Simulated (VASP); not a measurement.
# Ti3Si (I4/mmm) in VASP: single point with PBEsol

Aim: the single point of Ti3Si with PBEsol.

Program: VASP 6.6.1. These are calculated values, not measurements. Logs are shortened: lines on timing, memory, paths and dates and some standing lists are left out, and cuts for length are marked.

**1. The cell of the first run**

The structure is tetragonal, space group I4/mmm (No. 139). The conventional cell has a = 4.395 Å, b = 4.395 Å, c = 6.402 Å, α = 90.00°, β = 90.00°, γ = 90.00°. Within 3.6 Å of Ti (site symmetry -4m2) lie 10 Ti at 2.72 to 3.20 Å and 4 Si at 2.72 Å. Ti (site symmetry 4/mmm) has 8 Ti at 2.72 Å and 6 Si at 3.11 to 3.20 Å within 3.6 Å. Within 3.6 Å of Si (site symmetry 4/mmm) lie 14 Ti at 2.72 to 3.20 Å.

**2. Single point, PBEsol, collinear spin (strain +0.0300 x Voigt [0, 0, 1, 0, 0, 0])**

File INCAR:

```
PREC = Accurate
ENCUT = 520
EDIFF = 1E-6
ISMEAR = 0
SIGMA = 0.15
LREAL = False
LASPH = True
NELM = 150
ALGO = Normal
ISIF = 2
LWAVE = False
LCHARG = False
ISPIN = 2
MAGMOM = 0.19 0.19 0.8 0
LORBIT = 11
LMAXMIX = 4
GGA = PS
NBANDS = 32
KPAR = 4
```

File KPOINTS:

```
Automatic mesh
0
Gamma
  14 14 14
```

File POSCAR:

```
Ti3Si
1.0
    0.0000000000      3.1079738390      3.2012130542
    3.1079738390      0.0000000000      3.2012130542
    3.1079738390      3.1079738390      0.0000000000
Ti Si
3 1
Direct
    0.7500000000      0.7500000000      0.7500000000
    0.2500000000      0.2500000000      0.2500000000
    0.0000000000      0.0000000000      0.0000000000
    0.5000000000      0.5000000000      0.5000000000
```

Potentials or basis: VASP PAW PBE potentials, release 64 (Ti_sv, Si).

On the command line:

```bash
$ cat potpaw_PBE.64/Ti_sv/POTCAR potpaw_PBE.64/Si/POTCAR > POTCAR
$ mpirun -np 4 vasp_std > vasp.out
```

OUTCAR:

```text
PREC = Accurate
   ENCUT = 520
   EDIFF = 1E-6
   ISMEAR = 0
   LREAL = False
   LASPH = True
   NELM = 150
   ISIF = 2
   ISPIN = 2
   LORBIT = 11
   GGA = PS

 ion  position               nearest neighbor table
   1  0.750  0.750  0.750-   4 2.72   4 2.72   3 2.72   4 2.72   3 2.72   3 2.72   4 2.72   3 2.72

   2  0.250  0.250  0.250-   3 2.72   3 2.72   3 2.72   4 2.72   4 2.72   4 2.72   3 2.72   4 2.72

   3  0.000  0.000  0.000-   1 2.72   1 2.72   1 2.72   2 2.72   2 2.72   2 2.72   1 2.72   2 2.72

   4  0.500  0.500  0.500-   2 2.72   2 2.72   1 2.72   2 2.72   1 2.72   1 2.72   2 2.72   1 2.72

  LATTYP: Found a body centered tetragonal cell.
 ALAT       =     4.3953387546
 C/A-ratio  =     1.4566399693

  Lattice vectors:

 A1 = (  -3.1079738390,   0.0000000000,   3.2012130542)
 A2 = (   3.1079738390,   0.0000000000,   3.2012130542)
 A3 = (   0.0000000000,   3.1079738390,  -3.2012130542)

Analysis of symmetry for initial positions (statically):
=====================================================================
 Subroutine PRICEL returns:
 Original cell was already a primitive cell.

 Routine SETGRP: Setting up the symmetry group for a
 body centered tetragonal supercell.

 Subroutine GETGRP returns: Found 16 space group operations
 (whereof 16 operations were pure point group operations)
 out of a pool of 16 trial point group operations.

The static configuration has the point symmetry D_4h.

Analysis of symmetry for dynamics (positions and initial velocities):
=====================================================================
 Subroutine PRICEL returns:
 Original cell was already a primitive cell.

 Routine SETGRP: Setting up the symmetry group for a
 body centered tetragonal supercell.

 Subroutine GETGRP returns: Found 16 space group operations
 (whereof 16 operations were pure point group operations)
 out of a pool of 16 trial point group operations.

The dynamic configuration has the point symmetry D_4h.

Analysis of structural, dynamic, and magnetic symmetry:
=====================================================================
 Subroutine PRICEL returns:
 Original cell was already a primitive cell.

 Routine SETGRP: Setting up the symmetry group for a
 body centered tetragonal supercell.

 Subroutine GETGRP returns: Found 16 space group operations
 (whereof 16 operations were pure point group operations)
 out of a pool of 16 trial point group operations.

The overall configuration has the point symmetry D_4h.

 Subroutine INISYM returns: Found 16 space group operations
 (whereof 16 operations are pure point group operations),
 and found     1 'primitive' translations

----------------------------------------------------------------------------------------

                                     Primitive cell

  volume of cell :      61.8442

  direct lattice vectors                    reciprocal lattice vectors
     0.000000000  3.107973839  3.201213054    -0.160876515  0.160876515  0.156190791
     3.107973839  0.000000000  3.201213054     0.160876515 -0.160876515  0.156190791
     3.107973839  3.107973839  0.000000000     0.160876515  0.160876515 -0.156190791

  length of vectors
     4.461755977  4.461755977  4.395338755     0.275967515  0.275967515  0.275967515

  position of ions in fractional coordinates (direct lattice)
     0.750000000  0.750000000  0.750000000
     0.250000000  0.250000000  0.250000000
     0.000000000  0.000000000  0.000000000
     0.500000000  0.500000000  0.500000000

  ion indices of the primitive-cell ions
   primitive index   ion index
                 1           1
                 2           2
                 3           3
                 4           4

----------------------------------------------------------------------------------------

 KPOINTS: Automatic mesh

Automatic generation of k-mesh.
 Grid dimensions read from file:
 generate k-points for:   14   14   14

 Generating k-lattice:

  Cartesian coordinates                     Fractional coordinates (reciprocal lattice)
    -0.011491180  0.011491180  0.011156485     0.071428571 -0.000000000  0.000000000
     0.011491180 -0.011491180  0.011156485    -0.000000000  0.071428571  0.000000000
     0.011491180  0.011491180 -0.011156485     0.000000000  0.000000000  0.071428571

  Length of vectors
     0.019711965  0.019711965  0.019711965

  Shift w.r.t. Gamma in fractional coordinates (k-lattice)
     0.000000000  0.000000000  0.000000000

 Subroutine IBZKPT returns following result:
 ===========================================

 Found    244 irreducible k-points:

 Following reciprocal coordinates:
            Coordinates               Weight
  0.000000  0.000000  0.000000      1.000000
  0.071429  0.000000  0.000000      8.000000
  0.142857 -0.000000  0.000000      8.000000
  0.214286  0.000000  0.000000      8.000000
  0.285714  0.000000  0.000000      8.000000
  0.357143  0.000000  0.000000      8.000000
[... 16 lines left out ...]
  0.214286  0.142857  0.000000      8.000000
  0.285714  0.142857  0.000000      8.000000
 [... further k-points ...]
   k-points           NKPTS =    244   k-points in BZ     NKDIM =    244   number of bands    NBANDS=     32
   number of dos      NEDOS =    301   number of ions     NIONS =      4
   total plane-waves  NPLWV =  46656
   dimension x,y,z NGX =    36 NGY =   36 NGZ =   36
   dimension x,y,z NGXF=    72 NGYF=   72 NGZF=   72
   ions per type =               3   1
   NGX,Y,Z   is equivalent  to a cutoff of  13.41, 13.41, 13.62 a.u.
   NGXF,Y,Z  is equivalent  to a cutoff of  26.83, 26.83, 27.23 a.u.
 SYSTEM =  unknown system
   PREC   = accura    normal or accurate (medium, high low for compatibility)
   ISTART =      0    job   : 0-new  1-cont  2-samecut
   ICHARG =      2    charge: 1-file 2-atom 10-const
   ISPIN  =      2    spin polarized calculation?
   LNONCOLLINEAR =      F non collinear calculations
   LSORBIT =      F    spin-orbit coupling
   LASPH  =      T    aspherical Exc in radial PAW
   ENCUT  =  520.0 eV  38.22 Ry    6.18 a.u.   8.30  8.30  8.17*2*pi/ulx,y,z
   NELM   =    150;   NELMIN=  2; NELMDL= -5     # of ELM steps
   EDIFF  = 0.1E-05   stopping-criterion for ELM
   LREAL  =      F    real-space projection
   EDIFFG = 0.1E-04   stopping-criterion for IOM
   NSW    =      0    number of steps for IOM
   IBRION =     -1    ionic relax: 0-MD 1-quasi-New 2-CG
   NFREE  =      0    steps in history (QN), initial steepest desc. (CG)
   ISIF   =      2    stress and relaxation
   ISYM   =      2    0-nonsym 1-usesym 2-fastsym
   POTIM  = 0.5000    time-step for ionic-motion
   TEBEG  =    0.0;   TEEND  =   0.0 temperature during run
   PSTRESS=    0.0 pullay stress
   NELECT =      40.0000    total number of electrons
   NUPDOWN=      -1.0000    fix difference up-down
   EMIN   =  10.00;   EMAX   =-10.00  energy-range for DOS
   EFERMI =   0.00;   METHOD = LEGACY
   ISMEAR =     0;   SIGMA  =   0.15  broadening in eV -4-tet -1-fermi 0-gaus
   EFERMI_NEDOS =   21; number of points for ismear=-14 and -15
   IALGO  =     38    algorithm
   IMIX   =      4    mixing-type and parameters
     AMIX     =   0.40;   BMIX     =  1.00
     AMIX_MAG =   1.60;   BMIX_MAG =  1.00
  volume/ion in A,a.u.               =      15.46       104.34
  Fermi-wavevector in a.u.,A,eV,Ry     =   1.415778  2.675432 27.271878  2.004426
  Thomas-Fermi vector in A             =   2.537181
   LORBIT       =     11    0 simple, 1 ext, 2 COOP (PROOUT), +10 PAW based schemes
   GGA     = PS    functional components
   LHFCALC =     F    Hartree Fock is set to
   AEXX    =    0.0000 exact exchange contribution
   IVDW    =     0    specifies the selected vdW correction
   LEPSILON=     F    determine dielectric tensor
   LRPA    =     F    only Hartree local field effects (RPA)
 spin polarized calculation
 Gauss-broadening in eV      SIGMA  =   0.15
  energy-cutoff  :      520.00
  volume of cell :       61.84
 maximum number of plane-waves:      1692
 NGX is ok and might be reduce to    36
   NGX = 17   NGY = 17   NGZ = 17

 number of electron      39.9999994 magnetization       1.3263199

 Free energy of the ion-electron system (eV)
  ---------------------------------------------------
  ext. energy  EPLUGINS =         0.00000000
  ---------------------------------------------------
  free energy    TOTEN  =       -32.25157971 eV

  energy without entropy =      -32.20317582  energy(sigma->0) =      -32.22737776

 E-fermi :   9.2976     XC(G=0): -11.8845

 val. band max:        9.2973493202   @ k =  -0.3571   0.2143   0.0714
 cond. band min:       9.2987855247   @ k =   0.1429  -0.0000   0.0000
 fundamental gap:      0.0014362045
 Fermi energy:         9.2975820017

 spin component 1

 k-point     1 :       0.0000    0.0000    0.0000
  band No.  band energies     occupation
      1     -47.1365      1.00000
      2     -47.0089      1.00000
      3     -46.8440      1.00000
      4     -23.6097      1.00000
      5     -23.5746      1.00000
      6     -23.5746      1.00000
[... 829 lines left out ...]
     31      13.7920      0.00000
     32      14.4350      0.00000

 [... further k-points ...]

 spin component 2

 k-point     1 :       0.0000    0.0000    0.0000
  band No.  band energies     occupation
      1     -46.9499      1.00000
      2     -46.8727      1.00000
      3     -46.2791      1.00000
      4     -23.3766      1.00000
      5     -23.3766      1.00000
      6     -23.3587      1.00000
[... 829 lines left out ...]
     31      14.1941      0.00000
     32      14.7748      0.00000

 [... further k-points ...]

------------------------ aborting loop because EDIFF is reached ----------------------------------------

  FORCE on cell =-STRESS in cart. coord.  units (eV):
  Direction    XX          YY          ZZ          XY          YZ          ZX
  --------------------------------------------------------------------------------------
  -------------------------------------------------------------------------------------
  Total       -1.4998168     -1.4998168     -1.6787252      0.0000000     -0.0000000     -0.0000000
  in kB      -38.8552322    -38.8552322    -43.4901493      0.0000000     -0.0000000     -0.0000000
  external PRESSURE =     -40.4002046 kB  Pullay stress =       0.0000000 kB

 VOLUME and BASIS-vectors are now :
 -----------------------------------------------------------------------------
  energy-cutoff  :      520.00
  volume of cell :       61.84
      direct lattice vectors                 reciprocal lattice vectors
     0.000000000  3.107973839  3.201213054    -0.160876515  0.160876515  0.156190791
     3.107973839  0.000000000  3.201213054     0.160876515 -0.160876515  0.156190791
     3.107973839  3.107973839  0.000000000     0.160876515  0.160876515 -0.156190791

 POSITION                                       TOTAL-FORCE (eV/Angst)
 -----------------------------------------------------------------------------------
      4.66196      4.66196      4.80182         0.000000      0.000000     -0.000000
      1.55399      1.55399      1.60061        -0.000000     -0.000000      0.000000
      0.00000      0.00000      0.00000        -0.000000      0.000000     -0.000000
      3.10797      3.10797      3.20121        -0.000000      0.000000     -0.000000
 -----------------------------------------------------------------------------------
    total drift:                                0.000000      0.000000      0.000000

  FREE ENERGIE OF THE ION-ELECTRON SYSTEM (eV)
  ---------------------------------------------------
  free  energy   TOTEN  =       -32.2515797071 eV

  energy  without entropy=      -32.2031758213  energy(sigma->0) =      -32.22737776

 total charge

# of ion       s       p       d       tot
------------------------------------------
    1        2.204   6.148   1.988  10.339
    2        2.204   6.148   1.988  10.339
    3        2.254   6.087   2.091  10.432
    4        0.722   0.887   0.000   1.609
--------------------------------------------------
tot          7.383  19.270   6.066  32.719

 magnetization (x)

# of ion       s       p       d       tot
------------------------------------------
    1        0.001   0.025   0.138   0.164
    2        0.001   0.025   0.138   0.164
    3        0.009   0.021   0.683   0.712
    4       -0.004  -0.017   0.000  -0.021
--------------------------------------------------
tot          0.007   0.054   0.959   1.020
```

It took 12 min on 4 MPI ranks of Oxide Virtual Turin-like, shared host; peak memory 0.71 GiB.

What came out:

```
Free energy                                           : -32.2516 eV
Pressure                                              : -4.0 GPa
Net moment                                            : 1.33 μB per cell
Site moments                                          : Ti +0.16, +0.71 (each value once); Si -0.02 μB
Valence electrons inside the program's atomic spheres : Ti 10.34, 10.43 (each value once); Si 1.61
```

Stress tensor (GPa, compression positive):
```
-3.89  0.00  0.00
 0.00 -3.89  0.00
 0.00  0.00 -4.35
```

Caveat: the cell differs from its parent crystal (strain +0.0300 x Voigt [0, 0, 1, 0, 0, 0]); the cell stands under tension; the PAW data sets were made with another functional, which shifts forces and pressure a little.
